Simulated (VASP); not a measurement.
# Sr (P6/mmm) in VASP: further runs

Runs on Sr. Level: PBE. Tasks: single point.

All numbers are computed with VASP 6.6.1; they aren't measurements. Logs are shortened: lines on timing, memory, paths and dates and some standing lists are left out, and cuts for length are marked.

## Step 1: The cell of the first run

Symmetry: P6/mmm, No. 191, hexagonal system. Conventional cell: a = 8.028 Å, b = 8.028 Å, c = 3.910 Å, α = 90.00°, β = 90.00°, γ = 120.00°. Sr (site symmetry mmm) has 6 Sr at 3.91 to 4.01 Å within 5.1 Å.

The cell was built from a structure type or drawn by symmetry, and may not be a known phase.

## Step 2: Single point, PBE

File INCAR:

```
PREC = Accurate
ENCUT = 520
EDIFF = 1E-6
ISMEAR = 0
SIGMA = 0.1
LREAL = F
LASPH = T
NELM = 80
ALGO = Fast
ISIF = 2
LWAVE = F
LCHARG = F
GGA = PE
NBANDS = 22
```

File KPOINTS:

```
Automatic mesh
0
Gamma
  9 9 12
```

File POSCAR:

```
Sr
1.0
    8.0283835025      0.0000000000      0.0000000000
   -4.0141917512      6.9527840645      0.0000000000
    0.0000000000      0.0000000000      3.9098451524
Sr
3
Direct
    0.0000000000      0.5000000000      0.5000000000
    0.5000000000      0.0000000000      0.5000000000
    0.5000000000      0.5000000000      0.5000000000
```

Potentials or basis: VASP PAW PBE potentials, release 64 (Sr_sv).

Command:

```sh
cat potpaw_PBE.64/Sr_sv/POTCAR > POTCAR
mpirun -np 1 vasp_std > vasp.out
```

OUTCAR:

```text
PREC = Accurate
   ENCUT = 520
   EDIFF = 1E-6
   ISMEAR = 0
   LREAL = F
   LASPH = T
   NELM = 80
   ISIF = 2
   GGA = PE

 ion  position               nearest neighbor table
   1  0.000  0.500  0.500-   3 4.01   3 4.01   2 4.01   2 4.01
   2  0.500  0.000  0.500-   3 4.01   3 4.01   1 4.01   1 4.01
   3  0.500  0.500  0.500-   2 4.01   2 4.01   1 4.01   1 4.01

  LATTYP: Found a hexagonal cell.
 ALAT       =     8.0283835025
 C/A-ratio  =     0.4870027884

  Lattice vectors:

 A1 = (   8.0283835025,   0.0000000000,   0.0000000000)
 A2 = (  -4.0141917512,   6.9527840645,   0.0000000000)
 A3 = (   0.0000000000,   0.0000000000,   3.9098451524)

Analysis of symmetry for initial positions (statically):
=====================================================================
 Subroutine PRICEL returns:
 Original cell was already a primitive cell.

 Routine SETGRP: Setting up the symmetry group for a
 hexagonal supercell.

 Subroutine GETGRP returns: Found 24 space group operations
 (whereof 24 operations were pure point group operations)
 out of a pool of 24 trial point group operations.

The static configuration has the point symmetry D_6h.

Analysis of symmetry for dynamics (positions and initial velocities):
=====================================================================
 Subroutine PRICEL returns:
 Original cell was already a primitive cell.

 Routine SETGRP: Setting up the symmetry group for a
 hexagonal supercell.

 Subroutine GETGRP returns: Found 24 space group operations
 (whereof 24 operations were pure point group operations)
 out of a pool of 24 trial point group operations.

The dynamic configuration has the point symmetry D_6h.

 Subroutine INISYM returns: Found 24 space group operations
 (whereof 24 operations are pure point group operations),
 and found     1 'primitive' translations

----------------------------------------------------------------------------------------

                                     Primitive cell

  volume of cell :     218.2461

  direct lattice vectors                    reciprocal lattice vectors
     8.028383503  0.000000000  0.000000000     0.124558076  0.071913639  0.000000000
    -4.014191751  6.952784065  0.000000000     0.000000000  0.143827277  0.000000000
     0.000000000  0.000000000  3.909845152     0.000000000  0.000000000  0.255764605

  length of vectors
     8.028383503  8.028383502  3.909845152     0.143827277  0.143827277  0.255764605

  position of ions in fractional coordinates (direct lattice)
     0.000000000  0.500000000  0.500000000
     0.500000000  0.000000000  0.500000000
     0.500000000  0.500000000  0.500000000

  ion indices of the primitive-cell ions
   primitive index   ion index
                 1           1
                 2           2
                 3           3

----------------------------------------------------------------------------------------

 KPOINTS: Automatic mesh

Automatic generation of k-mesh.
 Grid dimensions read from file:
 generate k-points for:    9    9   12

 Generating k-lattice:

  Cartesian coordinates                     Fractional coordinates (reciprocal lattice)
     0.013839786  0.007990404  0.000000000     0.111111111  0.000000000  0.000000000
     0.000000000  0.015980809  0.000000000     0.000000000  0.111111111  0.000000000
     0.000000000  0.000000000  0.021313717     0.000000000  0.000000000  0.083333333

  Length of vectors
     0.015980809  0.015980809  0.021313717

  Shift w.r.t. Gamma in fractional coordinates (k-lattice)
     0.000000000  0.000000000  0.000000000

 Subroutine IBZKPT returns following result:
 ===========================================

 Found     84 irreducible k-points:

 Following reciprocal coordinates:
            Coordinates               Weight
  0.000000  0.000000  0.000000      1.000000
  0.111111  0.000000  0.000000      6.000000
  0.222222  0.000000  0.000000      6.000000
  0.333333  0.000000  0.000000      6.000000
  0.444444  0.000000  0.000000      6.000000
  0.111111  0.111111  0.000000      6.000000
[... 16 lines left out ...]
  0.333333  0.222222  0.083333     24.000000
  0.333333  0.333333  0.083333      4.000000
 [... further k-points ...]
   k-points           NKPTS =     84   k-points in BZ     NKDIM =     84   number of bands    NBANDS=     22
   number of dos      NEDOS =    301   number of ions     NIONS =      3
   total plane-waves  NPLWV = 108000
   dimension x,y,z NGX =    60 NGY =   60 NGZ =   30
   dimension x,y,z NGXF=   120 NGYF=  120 NGZF=   60
   ions per type =               3
   NGX,Y,Z   is equivalent  to a cutoff of  12.42, 12.42, 12.76 a.u.
   NGXF,Y,Z  is equivalent  to a cutoff of  24.85, 24.85, 25.51 a.u.
 SYSTEM =  unknown system
   PREC   = accura    normal or accurate (medium, high low for compatibility)
   ISTART =      0    job   : 0-new  1-cont  2-samecut
   ICHARG =      2    charge: 1-file 2-atom 10-const
   ISPIN  =      1    spin polarized calculation?
   LNONCOLLINEAR =      F non collinear calculations
   LSORBIT =      F    spin-orbit coupling
   LASPH  =      T    aspherical Exc in radial PAW
   ENCUT  =  520.0 eV  38.22 Ry    6.18 a.u.  14.93 14.93  7.27*2*pi/ulx,y,z
   NELM   =     80;   NELMIN=  2; NELMDL= -5     # of ELM steps
   EDIFF  = 0.1E-05   stopping-criterion for ELM
   LREAL  =      F    real-space projection
   EDIFFG = 0.1E-04   stopping-criterion for IOM
   NSW    =      0    number of steps for IOM
   IBRION =     -1    ionic relax: 0-MD 1-quasi-New 2-CG
   NFREE  =      0    steps in history (QN), initial steepest desc. (CG)
   ISIF   =      2    stress and relaxation
   ISYM   =      2    0-nonsym 1-usesym 2-fastsym
   POTIM  = 0.5000    time-step for ionic-motion
   TEBEG  =    0.0;   TEEND  =   0.0 temperature during run
   PSTRESS=    0.0 pullay stress
   NELECT =      30.0000    total number of electrons
   NUPDOWN=      -1.0000    fix difference up-down
   EMIN   =  10.00;   EMAX   =-10.00  energy-range for DOS
   EFERMI =   0.00;   METHOD = LEGACY
   ISMEAR =     0;   SIGMA  =   0.10  broadening in eV -4-tet -1-fermi 0-gaus
   EFERMI_NEDOS =   21; number of points for ismear=-14 and -15
   IALGO  =     68    algorithm
   IMIX   =      4    mixing-type and parameters
     AMIX     =   0.40;   BMIX     =  1.00
     AMIX_MAG =   1.60;   BMIX_MAG =  1.00
  volume/ion in A,a.u.               =      72.75       490.93
  Fermi-wavevector in a.u.,A,eV,Ry     =   0.844889  1.596609  9.712353  0.713838
  Thomas-Fermi vector in A             =   1.959990
   LORBIT       =      0    0 simple, 1 ext, 2 COOP (PROOUT), +10 PAW based schemes
   GGA     = PE    functional components
   LHFCALC =     F    Hartree Fock is set to
   AEXX    =    0.0000 exact exchange contribution
   IVDW    =     0    specifies the selected vdW correction
   LEPSILON=     F    determine dielectric tensor
   LRPA    =     F    only Hartree local field effects (RPA)
 non-spin polarized calculation
 RMM-DIIS sequential band-by-band and
 Gauss-broadening in eV      SIGMA  =   0.10
  energy-cutoff  :      520.00
  volume of cell :      218.25
 maximum number of plane-waves:      5902
 NGX is ok and might be reduce to    60
   NGX = 29   NGY = 29   NGZ = 15

 number of electron      30.0000000 magnetization

 Free energy of the ion-electron system (eV)
  ---------------------------------------------------
  ext. energy  EPLUGINS =         0.00000000
  ---------------------------------------------------
  free energy    TOTEN  =        -3.38318472 eV

  energy without entropy =       -3.35843494  energy(sigma->0) =       -3.37080983

 E-fermi :   0.5743     XC(G=0):  -6.3865

 val. band max:        0.5710272940   @ k =   0.3333   0.3333   0.5000
 cond. band min:       0.5813393616   @ k =   0.4444   0.1111   0.4167
 fundamental gap:      0.0103120676
 Fermi energy:         0.5743381975

 k-point     1 :       0.0000    0.0000    0.0000
  band No.  band energies     occupation
      1     -36.4830      2.00000
      2     -36.4674      2.00000
      3     -36.4674      2.00000
      4     -18.5617      2.00000
      5     -18.5562      2.00000
      6     -18.5562      2.00000
[... 14 lines left out ...]
     21       1.6440      0.00000
     22       1.6440      0.00000

 k-point     2 :       0.1111    0.0000    0.0000
  band No.  band energies     occupation
      1     -36.4826      2.00000
      2     -36.4678      2.00000
      3     -36.4674      2.00000
      4     -18.5579      2.00000
      5     -18.5535      2.00000
      6     -18.5528      2.00000
[... 14 lines left out ...]
     21       1.6440      0.00000
     22       1.6536      0.00000

 k-point     3 :       0.2222    0.0000    0.0000
  band No.  band energies     occupation
      1     -36.4814      2.00000
      2     -36.4690      2.00000
      3     -36.4674      2.00000
      4     -18.5571      2.00000
      5     -18.5429      2.00000
      6     -18.5358      2.00000
[... 14 lines left out ...]
     21       1.6529      0.00000
     22       1.6766      0.00000

 k-point     4 :       0.3333    0.0000    0.0000
  band No.  band energies     occupation
      1     -36.4797      2.00000
      2     -36.4707      2.00000
      3     -36.4674      2.00000
      4     -18.5571      2.00000
      5     -18.5283      2.00000
      6     -18.5081      2.00000
[... 14 lines left out ...]
     21       1.6992      0.00000
     22       1.8108      0.00000

 k-point     5 :       0.4444    0.0000    0.0000
  band No.  band energies     occupation
      1     -36.4781      2.00000
      2     -36.4723      2.00000
      3     -36.4674      2.00000
      4     -18.5571      2.00000
      5     -18.5128      2.00000
      6     -18.4846      2.00000
[... 14 lines left out ...]
     21       1.7059      0.00000
     22       1.9323      0.00000

 k-point     6 :       0.1111    0.1111    0.0000
  band No.  band energies     occupation
      1     -36.4818      2.00000
      2     -36.4686      2.00000
      3     -36.4674      2.00000
      4     -18.5537      2.00000
      5     -18.5519      2.00000
      6     -18.5394      2.00000
[... 14 lines left out ...]
     21       1.6492      0.00000
     22       1.6636      0.00000

 k-point     7 :       0.2222    0.1111    0.0000
  band No.  band energies     occupation
      1     -36.4803      2.00000
      2     -36.4701      2.00000
      3     -36.4674      2.00000
      4     -18.5533      2.00000
      5     -18.5400      2.00000
      6     -18.5162      2.00000
[... 324 lines left out ...]
      6     -18.4853      2.00000
[... 14 lines left out ...]
     21       1.7597      0.00000
     22       1.9955      0.00000

 k-point    21 :       0.4444    0.1111    0.0833
  band No.  band energies     occupation
      1     -36.4765      2.00000
      2     -36.4719      2.00000
      3     -36.4664      2.00000
      4     -18.5515      2.00000
      5     -18.5102      2.00000
      6     -18.4896      2.00000
[... 14 lines left out ...]
     21       1.7626      0.00000
     22       2.0932      0.00000

 k-point    22 :       0.2222    0.2222    0.0833
  band No.  band energies     occupation
      1     -36.4777      2.00000
      2     -36.4707      2.00000
      3     -36.4664      2.00000
      4     -18.5447      2.00000
      5     -18.5324      2.00000
      6     -18.4875      2.00000
[... 14 lines left out ...]
     21       1.7456      0.00000
     22       2.0198      0.00000

 k-point    23 :       0.3333    0.2222    0.0833
  band No.  band energies     occupation
      1     -36.4760      2.00000
      2     -36.4724      2.00000
      3     -36.4664      2.00000
      4     -18.5426      2.00000
      5     -18.5184      2.00000
      6     -18.4934      2.00000
[... 14 lines left out ...]
     21       1.7179      0.00000
     22       2.2448      0.00000

 k-point    24 :       0.3333    0.3333    0.0833
  band No.  band energies     occupation
      1     -36.4742      2.00000
      2     -36.4742      2.00000
      3     -36.4664      2.00000
      4     -18.5372      2.00000
      5     -18.5091      2.00000
      6     -18.5091      2.00000
[... 14 lines left out ...]
     21       1.6462      0.00000
     22       2.5329      0.00000

 [... further k-points ...]
[... 5 lines left out ...]
  --------------------------------------------------------------------------------------
  -------------------------------------------------------------------------------------
  Total        0.0114912      0.0114912      0.0115181      0.0000000     -0.0000000      0.0000000
  in kB        0.0843585      0.0843585      0.0845562      0.0000000     -0.0000000      0.0000000
  external PRESSURE =       0.0844244 kB  Pullay stress =       0.0000000 kB

 VOLUME and BASIS-vectors are now :
 -----------------------------------------------------------------------------
  energy-cutoff  :      520.00
  volume of cell :      218.25
      direct lattice vectors                 reciprocal lattice vectors
     8.028383503  0.000000000  0.000000000     0.124558076  0.071913639  0.000000000
    -4.014191751  6.952784065  0.000000000     0.000000000  0.143827277  0.000000000
     0.000000000  0.000000000  3.909845152     0.000000000  0.000000000  0.255764605

 POSITION                                       TOTAL-FORCE (eV/Angst)
 -----------------------------------------------------------------------------------
     -2.00710      3.47639      1.95492         0.000000      0.000000      0.000000
      4.01419      0.00000      1.95492         0.000000      0.000000      0.000000
      2.00710      3.47639      1.95492        -0.000000      0.000000      0.000000
 -----------------------------------------------------------------------------------
    total drift:                                0.000000      0.000000      0.000000

  FREE ENERGIE OF THE ION-ELECTRON SYSTEM (eV)
  ---------------------------------------------------
  free  energy   TOTEN  =        -3.3831847152 eV

  energy  without entropy=       -3.3584349384  energy(sigma->0) =       -3.37080983
```

Wall time 15 min (1 thread of Intel Xeon Platinum 8175M at 2.50GHz (Skylake/Cascade Lake), shared host); peak memory 0.53 GiB.

What came out:

```
Free energy            : -3.3832 eV
Pressure               : 0.0 GPa
Band gap on the k mesh : zero (bands 15 and 16 overlap by 0.59 eV)
```

Levels at points of the mesh, in eV from the Fermi level:
```tsv
k point	band 13	band 14	band 15	band 16	band 17	band 18
(0.00, 0.00, 0.00)	-3.22	-0.73	-0.73	-0.14	0.06	0.66
(0.00, 0.00, 0.50)	-1.13	-0.54	-0.11	0.34	0.34	0.96
```

## Step 3: Single point, PBE

This run uses another cell than the first one, of 54.81 Å³/atom.

File INCAR:

```
ALGO = Normal
EDIFF = 1E-6
ENCUT = 520
GGA = PE
ISIF = 2
ISMEAR = 0
LASPH = True
LCHARG = False
LREAL = False
LWAVE = False
NBANDS = 22
NELM = 100
PREC = Accurate
SIGMA = 0.1
```

File KPOINTS:

```
k-points
0
Gamma
  6 6 4
```

File POSCAR:

```
Sr
1.0
    6.0617325665      0.0000000000      0.0000000000
   -3.0308662833      5.2496143935      0.0000000000
    0.0000000000      0.0000000000      5.1671573988
Sr
3
Direct
    0.3333333333      0.6666666667      0.5000000000
    0.0000000000      0.0000000000      0.0000000000
    0.6666666667      0.3333333333      0.5000000000
```

Potentials or basis: VASP PAW PBE potentials, release 64 (Sr_sv).

Command:

```sh
cat potpaw_PBE.64/Sr_sv/POTCAR > POTCAR
mpirun -np 1 vasp_std > vasp.out
```

Wall time 32 s (1 thread of Intel Xeon 6975P-C (Granite Rapids), shared host); peak memory 0.3 GiB.

Results (log left out):

```yaml
Free_energy: -3.9411 eV
Pressure: 0.9 GPa
Band_gap_on_the_k_mesh: zero (bands 15 and 16 overlap by 1.16 eV)
```

Stress tensor (GPa, compression positive):
```
 2.74  0.00  0.00
 0.00  2.74  0.00
 0.00  0.00 -2.71
```

Levels at points of the mesh, in eV from the Fermi level:
```tsv
k point	band 13	band 14	band 15	band 16	band 17	band 18
(0.00, 0.00, 0.00)	-3.48	-0.12	0.79	0.79	0.95	0.95
(0.50, 0.00, 0.00)	-1.84	-1.84	-0.52	1.01	1.16	1.29
(0.00, 0.00, 0.50)	-2.17	-1.54	0.31	0.31	0.42	0.42
(0.50, 0.00, 0.50)	-1.06	-0.92	-0.36	-0.20	0.36	0.54
```
